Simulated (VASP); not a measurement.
Runs of VASP 6.6.1 on InP. The structure is cubic, space group F-43m (No. 216). Conventional cell: a = 5.861 Å, b = 5.861 Å, c = 5.861 Å, α = 90.00°, β = 90.00°, γ = 90.00°. Within 3.3 Å of In (site symmetry -43m) lie 4 P at 2.54 Å. P (site symmetry -43m) has 4 In at 2.54 Å within 3.3 Å. 

```tsv
k mesh	gap on the mesh (eV)	pressure (GPa)
2 × 2 × 2	1.08	5.7
6 × 6 × 6	1.17	1.6
8 × 8 × 8	1.17	1.6
4 × 4 × 4	(a)	1.8
```

Alike in all rows: task single point; level r2SCAN; potentials or basis VASP PAW PBE potentials, release 64 (In_d, P); no spin polarisation; cell as given; cutoff (eV) 550; smearing fermi-dirac 0.02 eV.

Question: Fill in the values left out.

Answer: (a) 1.16.

Caveats: some runs use coarse meshes; the PAW data sets were made with another functional, which shifts forces and pressure a little; spin-orbit coupling is left out, which moves the levels of the heavy elements.

A k mesh can miss the band edges, and the runs leave out spin-orbit coupling on In.
